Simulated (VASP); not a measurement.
# LiTa36N60 (a cell with a defect) in VASP: single point with PBEsol

Aim: the single point of LiTa36N60 (a cell with a defect) with PBEsol.

All numbers are computed with VASP 6.6.1; they aren't measurements. Logs are shortened: lines on timing, memory, paths and dates and some standing lists are left out, and cuts for length are marked.

## (1) The cell of the first run

The cell holds a defect, 97 atoms: a = 11.632 Å, b = 10.924 Å, c = 10.235 Å, α = 90.00°, β = 90.00°, γ = 110.79°.

## (2) Single point, PBEsol

INCAR

```
SYSTEM = LiTa36N60
PREC = Accurate
ENCUT = 650
EDIFF = 1E-6
ISMEAR = -1
SIGMA = 0.01
LREAL = Auto
LASPH = .True.
NELM = 120
ALGO = Normal
ISIF = 2
LWAVE = .False.
LCHARG = .True.
GGA = PS
LELF = .True.
LVHAR = .True.
NELECT = 698.0
NBANDS = 404
GGA_COMPAT = .False.
```

KPOINTS

```
regular mesh
0
Gamma
  1 1 1
  0 0 0
```

POSCAR

```
LiTa36N60
1.0
  -11.6322319500      0.0000000000      0.0000000000
    3.8774106500    -10.2124065000      0.0000000000
    0.0000000000      0.0000000000     10.2351147900
Ta N Li
36 60 1
Direct
    0.0659604475      0.1979711712      0.2500657764
    0.2889019232      0.3664050076      0.4392693452
    0.0447533517      0.1346995527      0.5607276640
    0.0446585940      0.1346266397      0.9392647960
    0.2677786993      0.3029688429      0.7501020513
    0.2887570104      0.3663397841      0.0606946265
    0.0659705719      0.6984297649      0.2499835262
    0.2890321200      0.8658999603      0.4399207726
    0.0432993643      0.6336551134      0.5595642178
    0.0433416723      0.6336889380      0.9405004619
    0.2642385830      0.7986673433      0.7501003061
    0.2890701160      0.8659567834      0.0602131268
    0.3983475615      0.1969633467      0.2498982437
    0.6224121071      0.3667652991      0.4388583227
    0.3777332339      0.1356559750      0.5586734143
    0.3777884320      0.1356006550      0.9409925518
    0.6023000965      0.3061672155      0.7501393125
    0.6223616218      0.3667190538      0.0612164198
    0.3991995954      0.6982294109      0.2499919028
    0.6214458551      0.8658676795      0.4397539562
    0.3774969788      0.6340359348      0.5601796637
    0.3776273306      0.6340928852      0.9399542894
    0.6012150071      0.7984808950      0.7500395525
    0.6215272881      0.8659895554      0.0603268883
    0.7328156725      0.1972040548      0.2499497091
    0.9558910361      0.3662265461      0.4392789859
    0.7122329646      0.1355334635      0.5588030932
    0.7121416446      0.1354859832      0.9408794679
    0.9341529460      0.3027225481      0.7500614050
    0.9558264976      0.3661856770      0.0607094237
    0.7328417605      0.6989267882      0.2500292580
    0.9560620720      0.8669297252      0.4394863811
    0.7121561777      0.6349277190      0.5591792746
    0.7122128109      0.6349540410      0.9410730313
    0.9345825581      0.8032714445      0.7500155298
    0.9560873854      0.8669917402      0.0606350219
    0.0150324853      0.0476587472      0.3812321302
    0.2298812082      0.1906813631      0.5746465564
    0.1036402214      0.3100359345      0.4260723187
    0.2298500506      0.1906610469      0.9255368274
    0.0796207936      0.2395171362      0.7500839784
    0.1036319286      0.3100324340      0.0740475219
    0.0153148155      0.0476721991      0.1188210307
    0.3185888224      0.4534844738      0.8813207827
    0.2540430099      0.2618917938      0.2500659683
    0.3175927235      0.4534727370      0.6187047364
    0.0151581131      0.5474999876      0.3809787659
    0.2295589802      0.6911291603      0.5743641562
    0.1038854882      0.8104066034      0.4258619841
    0.2295341120      0.6909982944      0.9254811472
    0.0789161894      0.7404252499      0.7499550748
    0.1039202951      0.8104214999      0.0740113194
    0.0149384130      0.5474993119      0.1190520171
    0.3297796858      0.9538862127      0.8793267902
    0.2543653163      0.7621645482      0.2499249409
    0.3301565789      0.9539345156      0.6206171300
    0.3443324695      0.0468147907      0.3814862595
    0.5624143659      0.1881317204      0.5772581591
    0.4368528211      0.3088474335      0.4263184249
    0.5625603995      0.1885067677      0.9232114527
    0.4137576666      0.2406753005      0.7501380353
    0.4368428775      0.3089365959      0.0738410547
    0.3446327790      0.0468467272      0.1184872057
    0.6529308459      0.4534612779      0.8826516184
    0.5861971336      0.2588238499      0.2500568591
    0.6528254642      0.4534167413      0.6173767577
    0.3495031986      0.5475395951      0.3813693949
    0.5636126570      0.6909701195      0.5746027190
    0.4366128765      0.8094341683      0.4254950127
    0.5636006869      0.6908818930      0.9253490402
    0.4137960096      0.7419925056      0.7499406003
    0.4366795767      0.8093646773      0.0743606681
    0.3484555617      0.5475307782      0.1186832070
    0.6405442776      0.9539044198      0.8792281661
    0.5872273554      0.7624843846      0.2499944339
    0.6401448300      0.9538887736      0.6207904046
    0.6853281834      0.0466651091      0.3814736251
    0.8966141641      0.1904897898      0.5743683440
    0.7694782410      0.3088155210      0.4259649463
    0.8966283417      0.1905711147      0.9258438861
    0.7465584904      0.2400553369      0.7501248177
    0.7695759599      0.3089570671      0.0742581341
    0.6851205241      0.0467401542      0.1185144784
    0.9848500710      0.4531652950      0.8816117648
    0.9206568505      0.2615258353      0.2500780680
    0.9846612720      0.4531636318      0.6184272157
    0.6809241323      0.5469808311      0.3804803873
    0.8966244960      0.6909583627      0.5739469230
    0.7697204534      0.8095471133      0.4263262061
    0.8966390496      0.6908959420      0.9259453797
    0.7474362368      0.7397620028      0.7499428128
    0.7697367150      0.8095479785      0.0736634127
    0.6808036238      0.5470111202      0.1196330988
    0.9849021216      0.9532780875      0.8815197884
    0.9201563673      0.7607450343      0.2499772591
    0.9852857884      0.9533118814      0.6185233318
    0.4997987697     -0.0000070651      0.7478404318
```

Potentials or basis: VASP PAW PBE potentials, release 64 (Ta_pv, N, Li_sv).

Command:

```console
cat potpaw_PBE.64/Ta_pv/POTCAR potpaw_PBE.64/N/POTCAR potpaw_PBE.64/Li_sv/POTCAR > POTCAR
mpirun -np 1 vasp_gam > vasp.out
```

OUTCAR:

```text
SYSTEM = LiTa36N60
   PREC = Accurate
   ENCUT = 650
   EDIFF = 1E-6
   ISMEAR = -1
   LREAL = Auto
   LASPH = .True.
   NELM = 120
   ISIF = 2
   GGA = PS
   NELECT = 698.0

 ion  position               nearest neighbor table
   1  0.066  0.198  0.250-  37 2.04  43 2.04  85 2.04  45 2.05  39 2.13  42 2.13  26 3.23  30 3.23
                             6 3.24   2 3.24   3 3.24   4 3.25
   2  0.289  0.366  0.439-  67 1.94  39 2.02  59 2.04  46 2.04  45 2.21  38 2.27  21 3.00   1 3.24
                            13 3.24   5 3.25  15 3.28   3 3.30
   3  0.045  0.135  0.561-  96 1.94  38 2.02  78 2.03  37 2.04  41 2.21  39 2.26  32 3.00  29 3.23
                             5 3.24   1 3.24  26 3.30   2 3.30
   4  0.045  0.135  0.939-  94 1.94  40 2.02  80 2.03  43 2.04  41 2.21  42 2.26  36 3.00  29 3.23
                             5 3.24   1 3.25  30 3.30   6 3.30
   5  0.268  0.303  0.750-  44 2.04  61 2.04  46 2.04  41 2.05  40 2.13  38 2.13  16 3.23  15 3.24
                             4 3.24   3 3.24   6 3.24   2 3.25
   6  0.289  0.366  0.061-  73 1.94  42 2.02  62 2.04  44 2.04  45 2.21  40 2.27  22 3.00   1 3.24
                            13 3.24   5 3.24  16 3.28   4 3.30
   7  0.066  0.698  0.250-  95 2.04  53 2.04  47 2.04  55 2.05  49 2.13  52 2.13  36 3.23  32 3.23
                            10 3.24   9 3.24  12 3.24   8 3.24
   8  0.289  0.866  0.440-  57 1.94  49 2.02  69 2.03  56 2.06  55 2.21  48 2.25  15 3.01  19 3.23
                             7 3.24  11 3.25  21 3.29   9 3.31
   9  0.043  0.634  0.560-  86 1.94  88 2.02  47 2.03  48 2.04  51 2.23  49 2.27  26 3.00  11 3.22
[... 100 lines left out ...]
  82  0.770  0.309  0.074-  18 2.03  30 2.04  25 2.13  28 2.24
  83  0.685  0.047  0.119-  24 1.94  28 2.03  25 2.04
  84  0.985  0.453  0.882-  10 1.94  30 2.04  29 2.04
  85  0.921  0.262  0.250-   1 2.04  25 2.04  26 2.21  30 2.21
  86  0.985  0.453  0.618-   9 1.94  26 2.04  29 2.04
  87  0.681  0.547  0.380-  14 1.94  33 2.04  31 2.05
  88  0.897  0.691  0.574-  33 2.02   9 2.02  35 2.14  32 2.26
  89  0.770  0.810  0.426-  20 2.03  32 2.04  31 2.13  33 2.24
  90  0.897  0.691  0.926-  34 2.02  10 2.02  35 2.14  36 2.27
  91  0.747  0.740  0.750-  23 2.02  35 2.04  33 2.23  34 2.23
  92  0.770  0.810  0.074-  24 2.03  36 2.04  31 2.13  34 2.24
  93  0.681  0.547  0.120-  18 1.94  34 2.04  31 2.05
  94  0.985  0.953  0.882-   4 1.94  36 2.03  35 2.04
  95  0.920  0.761  0.250-  31 2.04   7 2.04  36 2.22  32 2.22
  96  0.985  0.953  0.619-   3 1.94  32 2.03  35 2.04
  97  0.500  1.000  0.748-  11 2.84  23 2.84  27 3.07  15 3.07  28 3.10  16 3.10

  Warning from LATTYP: Monoclinic adjustment (A1->A3, A2->A1, A3->A2)!
  LATTYP: Found a simple monoclinic cell.
 ALAT       =    10.9237154792
 B/A-ratio  =     0.9369627770
 C/A-ratio  =     1.0648603923
 COS(beta)  =    -0.3549534641

  Lattice vectors:

 A1 = (   3.8774106500, -10.2124065000,   0.0000000000)
 A2 = (   0.0000000000,   0.0000000000,  10.2351147900)
 A3 = ( -11.6322319500,   0.0000000000,   0.0000000000)

Analysis of symmetry for initial positions (statically):
=====================================================================
 Subroutine PRICEL returns:
 Original cell was already a primitive cell.

 Routine SETGRP: Setting up the symmetry group for a
 simple monoclinic supercell.

 Subroutine GETGRP returns: Found  1 space group operations
 (whereof  1 operations were pure point group operations)
 out of a pool of  4 trial point group operations.

The static configuration has the point symmetry C_1 .

Analysis of symmetry for dynamics (positions and initial velocities):
=====================================================================
 Subroutine PRICEL returns:
[... 249 lines left out ...]
   NGXF,Y,Z  is equivalent  to a cutoff of  28.01, 29.22, 29.24 a.u.
 SYSTEM =  LiTa36N60
   PREC   = accura    normal or accurate (medium, high low for compatibility)
   ISTART =      0    job   : 0-new  1-cont  2-samecut
   ICHARG =      2    charge: 1-file 2-atom 10-const
   ISPIN  =      1    spin polarized calculation?
   LNONCOLLINEAR =      F non collinear calculations
   LSORBIT =      F    spin-orbit coupling
   LASPH  =      T    aspherical Exc in radial PAW
   ENCUT  =  650.0 eV  47.77 Ry    6.91 a.u.  24.18 22.71 21.28*2*pi/ulx,y,z
   NELM   =    120;   NELMIN=  2; NELMDL= -5     # of ELM steps
   EDIFF  = 0.1E-05   stopping-criterion for ELM
   LREAL  =      T    real-space projection
   EDIFFG = 0.1E-04   stopping-criterion for IOM
   NSW    =      0    number of steps for IOM
   IBRION =     -1    ionic relax: 0-MD 1-quasi-New 2-CG
   NFREE  =      0    steps in history (QN), initial steepest desc. (CG)
   ISIF   =      2    stress and relaxation
   ISYM   =      2    0-nonsym 1-usesym 2-fastsym
   POTIM  = 0.5000    time-step for ionic-motion
   TEBEG  =    0.0;   TEEND  =   0.0 temperature during run
   PSTRESS=    0.0 pullay stress
   NELECT =     698.0000    total number of electrons
   NUPDOWN=      -1.0000    fix difference up-down
   EMIN   =  10.00;   EMAX   =-10.00  energy-range for DOS
   EFERMI =   0.00;   METHOD = LEGACY
   ISMEAR =    -1;   SIGMA  =   0.01  broadening in eV -4-tet -1-fermi 0-gaus
   EFERMI_NEDOS =   21; number of points for ismear=-14 and -15
   IALGO  =     38    algorithm
   IMIX   =      4    mixing-type and parameters
     AMIX     =   0.40;   BMIX     =  1.00
     AMIX_MAG =   1.60;   BMIX_MAG =  1.00
  volume/ion in A,a.u.               =      12.53        84.59
  Fermi-wavevector in a.u.,A,eV,Ry     =   1.360605  2.571170 25.187725  1.851246
  Thomas-Fermi vector in A             =   2.487253
   LORBIT       =      0    0 simple, 1 ext, 2 COOP (PROOUT), +10 PAW based schemes
   GGA     = PS    functional components
   LHFCALC =     F    Hartree Fock is set to
   AEXX    =    0.0000 exact exchange contribution
   IVDW    =     0    specifies the selected vdW correction
   LEPSILON=     F    determine dielectric tensor
   LRPA    =     F    only Hartree local field effects (RPA)
 non-spin polarized calculation
  energy-cutoff  :      650.00
  volume of cell :     1215.86
 maximum number of plane-waves:     22884
 NGX is ok and might be reduce to    98
   NGX = 49   NGY = 45   NGZ = 43

 number of electron     697.9999997 magnetization

 Free energy of the ion-electron system (eV)
  ---------------------------------------------------
  ext. energy  EPLUGINS =         0.00000000
  ---------------------------------------------------
  free energy    TOTEN  =     -1084.08189572 eV

  energy without entropy =    -1084.08189572  energy(sigma->0) =    -1084.08189572

 E-fermi :   4.2102     XC(G=0): -11.4867

 val. band max:        3.8614443796   @ k =   0.0000   0.0000   0.0000
 cond. band min:       5.0645075563   @ k =   0.0000   0.0000   0.0000
 fundamental gap:      1.2030631767
 Fermi energy:         4.2102152298

 k-point     1 :       0.0000    0.0000    0.0000
  band No.  band energies     occupation
      1     -40.4517      2.00000
      2     -30.9477      2.00000
      3     -30.9406      2.00000
      4     -30.9396      2.00000
      5     -30.9287      2.00000
      6     -30.9254      2.00000
[... 353 lines left out ...]
    360       6.0780      0.00000
    361       6.1135      0.00000
 [bands above 361 left out]

------------------------ aborting loop because EDIFF is reached ----------------------------------------

  FORCE on cell =-STRESS in cart. coord.  units (eV):
  Direction    XX          YY          ZZ          XY          YZ          ZX
  --------------------------------------------------------------------------------------
  -------------------------------------------------------------------------------------
  Total       18.6050074     -7.9648286     -2.4610567     -0.8494544     -0.0422225     -0.0361007
  in kB       24.5163925    -10.4955004     -3.2430103     -1.1193523     -0.0556379     -0.0475710
  external PRESSURE =       3.5926273 kB  Pullay stress =       0.0000000 kB

 VOLUME and BASIS-vectors are now :
 -----------------------------------------------------------------------------
  energy-cutoff  :      650.00
  volume of cell :     1215.86
      direct lattice vectors                 reciprocal lattice vectors
   -11.632231950  0.000000000  0.000000000    -0.085968024 -0.032640038  0.000000000
     3.877410650-10.212406500  0.000000000     0.000000000 -0.097920113  0.000000000
     0.000000000  0.000000000 10.235114790     0.000000000  0.000000000  0.097702861

 POSITION                                       TOTAL-FORCE (eV/Angst)
 -----------------------------------------------------------------------------------
      0.00035     -2.02176      2.55945         0.002660     -0.013794     -0.001722
     -1.93987     -3.74188      4.49597         0.004791      0.040008     -0.010511
      0.00170     -1.37561      5.73911         0.007806     -0.028756      0.008323
      0.00252     -1.37486      9.61348         0.001962     -0.039704     -0.009212
     -1.94013     -3.09404      7.67738        -0.006273      0.022465     -0.002590
     -1.93844     -3.74121      0.62122        -0.001499      0.034365      0.014142
[... 89 lines left out ...]
     -7.76469     -9.73561      6.33066        -0.000414      0.009348      0.055610
     -1.93639    -10.21233      7.65423         0.007902     -0.008341      0.009395
 -----------------------------------------------------------------------------------
    total drift:                               -0.009201     -0.020095      0.006001

  FREE ENERGIE OF THE ION-ELECTRON SYSTEM (eV)
  ---------------------------------------------------
  free  energy   TOTEN  =     -1084.0818957207 eV

  energy  without entropy=    -1084.0818957207  energy(sigma->0) =    -1084.08189572
```

It took 30 min on 1 thread of AMD EPYC 7R13 (Zen 3), shared host; peak memory 1.6 GiB.

What came out:

```yaml
Free_energy: -1084.0819 eV
Largest_force: 0.066 eV/Å
```

Forces in eV/Å, atoms in the order of the input:
```
Ta   0.003 -0.014 -0.002
Ta   0.005  0.040 -0.011
Ta   0.008 -0.029  0.008
Ta   0.002 -0.040 -0.009
Ta  -0.006  0.022 -0.003
Ta  -0.001  0.034  0.014
Ta   0.007 -0.012 -0.002
Ta   0.005  0.025  0.003
Ta   0.005 -0.041  0.014
Ta   0.004 -0.032 -0.011
Ta   0.010 -0.003 -0.009
Ta  -0.001  0.031 -0.008
Ta  -0.009 -0.021  0.005
Ta  -0.007  0.031 -0.010
Ta  -0.001 -0.018  0.028
Ta   0.004 -0.020 -0.020
Ta   0.010  0.020 -0.003
Ta  -0.009  0.040  0.010
Ta  -0.003 -0.022 -0.001
Ta  -0.006  0.034 -0.007
Ta  -0.006 -0.044  0.013
Ta   0.000 -0.035 -0.015
Ta  -0.012  0.019 -0.002
Ta  -0.005  0.035  0.006
Ta   0.005 -0.014  0.002
Ta   0.011  0.031 -0.009
Ta   0.001 -0.029  0.010
Ta  -0.003 -0.033  0.004
Ta  -0.003  0.015 -0.002
Ta   0.006  0.026  0.013
Ta  -0.005 -0.015  0.003
Ta   0.007  0.032 -0.016
Ta  -0.001 -0.035  0.004
Ta   0.000 -0.031 -0.019
Ta   0.003  0.019 -0.005
Ta   0.003  0.038  0.013
N    0.002 -0.020 -0.060
N   -0.005  0.024 -0.006
N   -0.011 -0.019  0.010
N   -0.004  0.026  0.007
N   -0.003  0.002  0.001
N   -0.005 -0.015 -0.009
N    0.004 -0.019  0.060
N    0.000  0.009 -0.050
N    0.000  0.003 -0.001
N   -0.006  0.014  0.055
N    0.004 -0.011 -0.063
N   -0.007  0.026 -0.008
N   -0.011 -0.023  0.012
N   -0.011  0.022  0.014
N   -0.005 -0.001  0.001
N   -0.007 -0.023 -0.010
N    0.001 -0.012  0.060
N   -0.015  0.013 -0.041
N   -0.002  0.001  0.002
N   -0.011  0.016  0.042
N    0.009 -0.008 -0.053
N   -0.007  0.015 -0.010
N    0.009 -0.020  0.009
N   -0.001  0.021  0.006
N    0.009 -0.002 -0.003
N    0.012 -0.020 -0.010
N    0.007 -0.009  0.048
N   -0.001  0.000 -0.046
N    0.001  0.005 -0.002
N    0.000  0.018  0.060
N    0.006 -0.018 -0.057
N    0.015  0.025 -0.015
N   -0.004 -0.019  0.009
N    0.009  0.019  0.016
N    0.002 -0.005  0.005
N    0.005 -0.025 -0.010
N    0.000 -0.010  0.050
N    0.010  0.017 -0.057
N    0.003  0.000 -0.001
N    0.010  0.006  0.047
N   -0.002 -0.009 -0.059
N   -0.003  0.019 -0.008
N   -0.015 -0.023  0.005
N    0.002  0.021  0.007
N    0.010  0.004 -0.003
N   -0.005 -0.022 -0.011
N   -0.001 -0.010  0.057
N   -0.003  0.017 -0.060
N    0.002 -0.001 -0.001
N   -0.003  0.023  0.059
N    0.002 -0.017 -0.063
N   -0.006  0.020 -0.006
N    0.002 -0.023  0.011
N    0.003  0.018  0.010
N   -0.007  0.006  0.005
N    0.003 -0.025 -0.007
N    0.001 -0.018  0.058
N   -0.002  0.011 -0.052
N   -0.004  0.002  0.000
N    0.000  0.009  0.056
Li   0.008 -0.008  0.009
```

Levels at points of the mesh, in eV from the Fermi level:
| k point | band 346 | band 347 | band 348 | band 349 | band 350 | band 351 | band 352 | band 353 |
| --- | --- | --- | --- | --- | --- | --- | --- | --- |
| (0.00, 0.00, 0.00) | -0.59 | -0.57 | -0.54 | -0.35 | 0.85 | 1.12 | 1.41 | 1.48 |

Caveat: the k points lie up to 0.62 Å⁻¹ apart; the cell carries a net charge on a neutralising background, which shifts energy and pressure; the cell is charged against a uniform background, so pressure and absolute levels hang on convention; the PAW data sets were made with another functional, which shifts forces and pressure a little; spin-orbit coupling is left out, which moves the levels of the heavy elements.
